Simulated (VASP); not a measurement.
Set up this calculation in VASP 6.6.1, as the native input.

```
Task                   : single point
Functional             : PBEsol
Potentials or basis    : VASP PAW PBE potentials, release 64 (Ba_sv, Ti_sv, O)
Cutoff                 : 520 eV
k mesh                 : 4 × 4 × 4
Occupations            : gaussian, width 0.01 eV
Spin                   : no spin polarisation
Hubbard terms          : Ti d U = 4.5 eV
Dipole correction      : no
Further INCAR settings : ALGO = Normal; EDIFF = 1e-07; NBANDS = 28
```

The structure of BaTiO3 lies in POSCAR:

```
BaTiO3
1.0
    3.9855000000      0.0000000000      0.0000000000
    0.0000000000      2.8369000000      2.8451500000
    0.0000000000     -2.8369000000      2.8451500000
Ba Ti O
1 1 3
Direct
    0.0000000000      0.0000000000      0.0000000000
    0.5000000000      0.5124000000      0.5124000000
    0.0000000000      0.4874000000      0.4874000000
    0.5000000000      0.5052400000      0.9918400000
    0.5000000000      0.9918400000      0.5052400000
```

The input as run:

INCAR

```
ALGO     = Normal         # electronic algorithm
EDIFF    = 1E-7           # SCF threshold, eV
ENCUT    = 520            # plane-wave cutoff, eV
GGA      = PS             # functional
ISIF     = 2              # what is computed and relaxed
ISMEAR   = 0              # smearing method
LASPH    = T              # aspherical terms in the spheres
LCHARG   = F              # write CHGCAR
LDAU     = T              # DFT+U
LDAUJ    = 0 0 0        
LDAUL    = -1 2 -1        # shell
LDAUPRINT= 1            
LDAUTYPE = 2            
LDAUU    = 0 4.5 0        # U, eV
LMAXMIX  = 4              # l up to which the mixer works
LREAL    = F              # projectors in reciprocal space
LWAVE    = F              # write WAVECAR
NBANDS   = 28             # bands
NELM     = 150            # most SCF steps
PREC     = Accurate       # precision mode
SIGMA    = 0.01           # smearing width, eV
```

KPOINTS

```
k-points
0
Gamma
  4 4 4
```

Potentials or basis: VASP PAW PBE potentials, release 64 (Ba_sv, Ti_sv, O).

Command:

```console
$ cat potpaw_PBE.64/Ba_sv/POTCAR potpaw_PBE.64/Ti_sv/POTCAR potpaw_PBE.64/O/POTCAR > POTCAR
$ mpirun -np 1 vasp_std > vasp.out
```

Results of the run:

| Quantity | Value |
| --- | --- |
| Pressure | 1.6 GPa |
| Largest force | 0.440 eV/Å |
| Band gap on the k mesh | 2.31 eV (least direct gap 2.56 eV) |

Caveat: the PAW data sets were made with another functional, which shifts forces and pressure a little; spin-orbit coupling is left out, which moves the levels of the heavy elements.

Wall time 68 s on 1 thread of Intel Xeon 8259CL (shared host), peak memory 0.19 GiB.
